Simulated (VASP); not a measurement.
# BN (P6_3/mmc) in VASP: single point with PBE+D3(BJ)

Aim: the single point of BN with PBE+D3(BJ).

Everything below comes from runs of VASP 6.6.1. Logs are shortened: lines on timing, memory, paths and dates and some standing lists are left out, and cuts for length are marked.

### 1 The cell of the first run

Symmetry: P6_3/mmc, No. 194, hexagonal system. The conventional cell has a = 2.506 Å, b = 2.506 Å, c = 6.617 Å, α = 90.00°, β = 90.00°, γ = 120.00°. B (site symmetry -6m2) has 3 N at 1.45 Å within 1.9 Å. N (site symmetry -6m2) has 3 B at 1.45 Å within 1.9 Å.

### 2 Single point, PBE+D3(BJ)

INCAR

```
SYSTEM = BN
  PREC = Accurate
  ENCUT = 520
  EDIFF = 1E-6
  ISMEAR = 0
  SIGMA = 0.05
  LREAL = Auto
  LASPH = .True.
  NELM = 100
  ALGO = Normal
  ISIF = 2
  LWAVE = .False.
  LCHARG = .False.
  GGA = PE
  IVDW = 12
  NBANDS = 46
```

KPOINTS

```
regular mesh
0
Gamma
  6 6 4
  0 0 0
```

POSCAR

```
BN
1.0
    2.5064381059     -4.3412781454      0.0000000000
    2.5064381058      4.3412781454      0.0000000000
    0.0000000000      0.0000000000      6.6168468515
B N
8 8
Direct
    0.3333333333      0.1666666667      0.2500000000
    0.8333333333      0.1666666667      0.2500000000
    0.3333333333      0.6666666667      0.2500000000
    0.8333333333      0.6666666667      0.2500000000
    0.6666666667      0.3333333333      0.7500000000
    0.1666666667      0.3333333333      0.7500000000
    0.6666666667      0.8333333333      0.7500000000
    0.1666666667      0.8333333333      0.7500000000
    0.3333333333      0.1666666667      0.7500000000
    0.8333333333      0.1666666667      0.7500000000
    0.3333333333      0.6666666667      0.7500000000
    0.8333333333      0.6666666667      0.7500000000
    0.6666666667      0.3333333333      0.2500000000
    0.1666666667      0.3333333333      0.2500000000
    0.6666666667      0.8333333333      0.2500000000
    0.1666666667      0.8333333333      0.2500000000
```

Potentials or basis: VASP PAW PBE potentials, release 64 (B, N).

Run with:

```
> cat potpaw_PBE.64/B/POTCAR potpaw_PBE.64/N/POTCAR > POTCAR
> mpirun -np 1 vasp_std > vasp.out
```

OUTCAR:

```text
SYSTEM = BN
   PREC = Accurate
   ENCUT = 520
   EDIFF = 1E-6
   ISMEAR = 0
   LREAL = Auto
   LASPH = .True.
   NELM = 100
   ISIF = 2
   GGA = PE
   IVDW = 12
 IVDW          = 12

 ion  position               nearest neighbor table
   1  0.333  0.167  0.250-  14 1.45  16 1.45  13 1.45
   2  0.833  0.167  0.250-  13 1.45  15 1.45  14 1.45
   3  0.333  0.667  0.250-  16 1.45  14 1.45  15 1.45
   4  0.833  0.667  0.250-  15 1.45  13 1.45  16 1.45
   5  0.667  0.333  0.750-  10 1.45  12 1.45   9 1.45
   6  0.167  0.333  0.750-   9 1.45  11 1.45  10 1.45
[... 8 lines left out ...]
  15  0.667  0.833  0.250-   4 1.45   2 1.45   3 1.45
  16  0.167  0.833  0.250-   3 1.45   1 1.45   4 1.45

  LATTYP: Found a hexagonal cell.
 ALAT       =     5.0128762118
 C/A-ratio  =     1.3199701273

  Lattice vectors:

 A1 = (   2.5064381059,  -4.3412781454,   0.0000000000)
 A2 = (   2.5064381058,   4.3412781454,   0.0000000000)
 A3 = (   0.0000000000,   0.0000000000,   6.6168468515)

Analysis of symmetry for initial positions (statically):
=====================================================================
 Subroutine PRICEL returns following result:

  LATTYP: Found a hexagonal cell.
 ALAT       =     2.5064381059
 C/A-ratio  =     2.6399402546

  Lattice vectors:

 A1 = (   1.2532190530,  -2.1706390727,   0.0000000000)
 A2 = (   1.2532190529,   2.1706390727,   0.0000000000)
 A3 = (   0.0000000000,   0.0000000000,   6.6168468515)

   4 primitive cells build up your supercell.

 Routine SETGRP: Setting up the symmetry group for a
 hexagonal supercell.

 Subroutine GETGRP returns: Found 24 space group operations
 (whereof 12 operations were pure point group operations)
 out of a pool of 24 trial point group operations.

The static configuration has the point symmetry D_3d.
 The point group associated with its full space group is D_6h.

Analysis of symmetry for dynamics (positions and initial velocities):
=====================================================================
 Subroutine PRICEL returns following result:

  LATTYP: Found a hexagonal cell.
 ALAT       =     2.5064381059
 C/A-ratio  =     2.6399402546

  Lattice vectors:

 A1 = (   1.2532190530,  -2.1706390727,   0.0000000000)
 A2 = (   1.2532190529,   2.1706390727,   0.0000000000)
 A3 = (   0.0000000000,   0.0000000000,   6.6168468515)

   4 primitive cells build up your supercell.

 Routine SETGRP: Setting up the symmetry group for a
 hexagonal supercell.

 Subroutine GETGRP returns: Found 24 space group operations
 (whereof 12 operations were pure point group operations)
 out of a pool of 24 trial point group operations.

The dynamic configuration has the point symmetry D_3d.
 The point group associated with its full space group is D_6h.

 Subroutine INISYM returns: Found 24 space group operations
 (whereof 12 operations are pure point group operations),
 and found     4 'primitive' translations

----------------------------------------------------------------------------------------

                                     Primitive cell

  volume of cell :      35.9994

  direct lattice vectors                    reciprocal lattice vectors
     1.253219053 -2.170639073  0.000000000     0.398972549 -0.230346909  0.000000000
     1.253219053  2.170639073  0.000000000     0.398972549  0.230346909  0.000000000
     0.000000000  0.000000000  6.616846852     0.000000000  0.000000000  0.151129386

  length of vectors
     2.506438106  2.506438106  6.616846852     0.460693817  0.460693817  0.151129386

  position of ions in fractional coordinates (direct lattice)
     0.666666667  0.333333333  0.250000000
     0.333333333  0.666666667  0.750000000
     0.666666667  0.333333333  0.750000000
     0.333333333  0.666666667  0.250000000

  ion indices of the primitive-cell ions
   primitive index   ion index
                 1           1
                 2           6
                 3           9
                 4          14

----------------------------------------------------------------------------------------

 KPOINTS: regular mesh

Automatic generation of k-mesh.
 Grid dimensions read from file:
 generate k-points for:    6    6    4

 Generating k-lattice:

  Cartesian coordinates                     Fractional coordinates (reciprocal lattice)
     0.033247712 -0.019195576  0.000000000     0.166666667  0.000000000  0.000000000
     0.033247712  0.019195576  0.000000000    -0.000000000  0.166666667  0.000000000
     0.000000000  0.000000000  0.037782346     0.000000000  0.000000000  0.250000000

  Length of vectors
     0.038391151  0.038391151  0.037782346

  Shift w.r.t. Gamma in fractional coordinates (k-lattice)
     0.000000000  0.000000000  0.000000000

 Subroutine IBZKPT returns following result:
 ===========================================

 Found     21 irreducible k-points:

 Following reciprocal coordinates:
            Coordinates               Weight
  0.000000  0.000000  0.000000      1.000000
  0.166667  0.000000  0.000000      6.000000
  0.333333  0.000000  0.000000      6.000000
  0.500000  0.000000  0.000000      3.000000
  0.166667  0.166667  0.000000      6.000000
  0.333333  0.166667  0.000000     12.000000
[... 13 lines left out ...]
  0.333333  0.166667  0.500000     12.000000
  0.333333  0.333333  0.500000      2.000000
   k-points           NKPTS =     21   k-points in BZ     NKDIM =     21   number of bands    NBANDS=     46
   number of dos      NEDOS =    301   number of ions     NIONS =     16
   total plane-waves  NPLWV =  80000
   dimension x,y,z NGX =    40 NGY =   40 NGZ =   50
   dimension x,y,z NGXF=    80 NGYF=   80 NGZF=  100
   ions per type =               8   8
   NGX,Y,Z   is equivalent  to a cutoff of  13.27, 13.27, 12.56 a.u.
   NGXF,Y,Z  is equivalent  to a cutoff of  26.53, 26.53, 25.12 a.u.
 SYSTEM =  BN
   PREC   = accura    normal or accurate (medium, high low for compatibility)
   ISTART =      0    job   : 0-new  1-cont  2-samecut
   ICHARG =      2    charge: 1-file 2-atom 10-const
   ISPIN  =      1    spin polarized calculation?
   LNONCOLLINEAR =      F non collinear calculations
   LSORBIT =      F    spin-orbit coupling
   LASPH  =      T    aspherical Exc in radial PAW
   ENCUT  =  520.0 eV  38.22 Ry    6.18 a.u.   9.32  9.32 12.30*2*pi/ulx,y,z
   NELM   =    100;   NELMIN=  2; NELMDL= -5     # of ELM steps
   EDIFF  = 0.1E-05   stopping-criterion for ELM
   LREAL  =      T    real-space projection
   EDIFFG = 0.1E-04   stopping-criterion for IOM
   NSW    =      0    number of steps for IOM
   IBRION =     -1    ionic relax: 0-MD 1-quasi-New 2-CG
   NFREE  =      0    steps in history (QN), initial steepest desc. (CG)
   ISIF   =      2    stress and relaxation
   ISYM   =      2    0-nonsym 1-usesym 2-fastsym
   POTIM  = 0.5000    time-step for ionic-motion
   TEBEG  =    0.0;   TEEND  =   0.0 temperature during run
   PSTRESS=    0.0 pullay stress
   NELECT =      64.0000    total number of electrons
   NUPDOWN=      -1.0000    fix difference up-down
   EMIN   =  10.00;   EMAX   =-10.00  energy-range for DOS
   EFERMI =   0.00;   METHOD = LEGACY
   ISMEAR =     0;   SIGMA  =   0.05  broadening in eV -4-tet -1-fermi 0-gaus
   EFERMI_NEDOS =   21; number of points for ismear=-14 and -15
   IALGO  =     38    algorithm
   IMIX   =      4    mixing-type and parameters
     AMIX     =   0.40;   BMIX     =  1.00
     AMIX_MAG =   1.60;   BMIX_MAG =  1.00
  volume/ion in A,a.u.               =       9.00        60.73
  Fermi-wavevector in a.u.,A,eV,Ry     =   1.249347  2.360923 21.236883  1.560867
  Thomas-Fermi vector in A             =   2.383391
   LORBIT       =      0    0 simple, 1 ext, 2 COOP (PROOUT), +10 PAW based schemes
   GGA     = PE    functional components
   LHFCALC =     F    Hartree Fock is set to
   AEXX    =    0.0000 exact exchange contribution
   IVDW    =    12    specifies the selected vdW correction
   LEPSILON=     F    determine dielectric tensor
   LRPA    =     F    only Hartree local field effects (RPA)
 non-spin polarized calculation
 Gauss-broadening in eV      SIGMA  =   0.05
  energy-cutoff  :      520.00
  volume of cell :      144.00
 maximum number of plane-waves:      3961
 NGX is ok and might be reduce to    40
   NGX = 19   NGY = 19   NGZ = 25

 number of electron      63.9999989 magnetization

 Free energy of the ion-electron system (eV)
  ---------------------------------------------------
  ext. energy  EPLUGINS =         0.00000000
  ---------------------------------------------------
  free energy    TOTEN  =      -140.61204159 eV

  energy without entropy =     -140.61204159  energy(sigma->0) =     -140.61204159

 E-fermi :   2.5093     XC(G=0): -10.0874

 val. band max:        2.2887297334   @ k =   0.3333   0.3333   0.5000
 cond. band min:       6.5557129783   @ k =   0.0000   0.0000   0.0000
 fundamental gap:      4.2669832449
 Fermi energy:         2.5093153400

 k-point     1 :       0.0000    0.0000    0.0000
  band No.  band energies     occupation
      1     -15.4959      2.00000
      2     -15.1932      2.00000
      3     -12.3025      2.00000
      4     -12.3025      2.00000
      5     -12.3025      2.00000
      6     -12.2287      2.00000
[... 36 lines left out ...]
     43      12.2134      0.00000
     44      12.2134      0.00000

 k-point     2 :       0.1667    0.0000    0.0000
  band No.  band energies     occupation
      1     -15.3601      2.00000
      2     -15.0620      2.00000
      3     -12.7042      2.00000
      4     -12.5561      2.00000
      5     -12.3463      2.00000
      6     -12.3463      2.00000
[... 36 lines left out ...]
     43      12.2864      0.00000
     44      12.5386      0.00000

 k-point     3 :       0.3333    0.0000    0.0000
  band No.  band energies     occupation
      1     -14.9600      2.00000
      2     -14.6764      2.00000
      3     -13.5133      2.00000
      4     -13.2962      2.00000
      5     -12.4232      2.00000
      6     -12.4232      2.00000
[... 835 lines left out ...]
     43      13.2148      0.00000
     44      13.2148      0.00000

 k-point    21 :       0.3333    0.3333    0.5000
  band No.  band energies     occupation
      1     -13.8380      2.00000
      2     -13.8380      2.00000
      3     -13.8380      2.00000
      4     -13.8380      2.00000
      5     -13.8380      2.00000
      6     -13.8380      2.00000
[... 36 lines left out ...]
     43      13.1676      0.00000
     44      13.1676      0.00000
 [bands above 44 left out]

------------------------ aborting loop because EDIFF is reached ----------------------------------------

 Edisp (eV)   -2.26369

 E8    (eV) :    -0.6632

  FORCE on cell =-STRESS in cart. coord.  units (eV):
  Direction    XX          YY          ZZ          XY          YZ          ZX
  --------------------------------------------------------------------------------------
  -------------------------------------------------------------------------------------
  Total       0.15096     0.15096    -0.12358    -0.00000     0.00000     0.00000
  in kB       1.67961     1.67961    -1.37501    -0.00000     0.00000     0.00000
  external pressure =        0.66 kB  Pullay stress =        0.00 kB

 VOLUME and BASIS-vectors are now :
 -----------------------------------------------------------------------------
  energy-cutoff  :      520.00
  volume of cell :      144.00
      direct lattice vectors                 reciprocal lattice vectors
     2.506438106 -4.341278145  0.000000000     0.199486274 -0.115173454  0.000000000
     2.506438106  4.341278145  0.000000000     0.199486274  0.115173454  0.000000000
     0.000000000  0.000000000  6.616846852     0.000000000  0.000000000  0.151129386

 POSITION                                       TOTAL-FORCE (eV/Angst)
 -----------------------------------------------------------------------------------
      1.25322     -0.72355      1.65421         0.000000      0.000000     -0.000000
      2.50644     -2.89419      1.65421         0.000000      0.000000     -0.000000
      2.50644      1.44709      1.65421         0.000000      0.000000     -0.000000
      3.75966     -0.72355      1.65421         0.000000      0.000000     -0.000000
      2.50644     -1.44709      4.96264        -0.000000     -0.000000     -0.000000
      1.25322      0.72355      4.96264        -0.000000     -0.000000     -0.000000
[... 8 lines left out ...]
      3.75966      0.72355      1.65421         0.000000     -0.000000     -0.000000
      2.50644      2.89419      1.65421         0.000000      0.000000     -0.000000
 -----------------------------------------------------------------------------------
    total drift:                               -0.000000      0.000000      0.000000

  FREE ENERGIE OF THE ION-ELECTRON SYSTEM (eV)
  ---------------------------------------------------
  free  energy   TOTEN  =      -142.8757294330 eV

  energy  without entropy=     -142.8757294330  energy(sigma->0) =     -142.87572943
```

Run time: 7.5 min. Hardware: 1 thread of Intel Xeon 8259CL, shared host; peak memory 0.31 GiB.

What came out:

```yaml
Free_energy: -142.8757 eV
Pressure: 0.1 GPa
Band_gap_on_the_k_mesh: 4.27 eV
Dispersion_energy_per_atom: -0.141 eV
```

Stress tensor (GPa, compression positive):
```
 0.17  0.00  0.00
 0.00  0.17  0.00
 0.00  0.00 -0.14
```
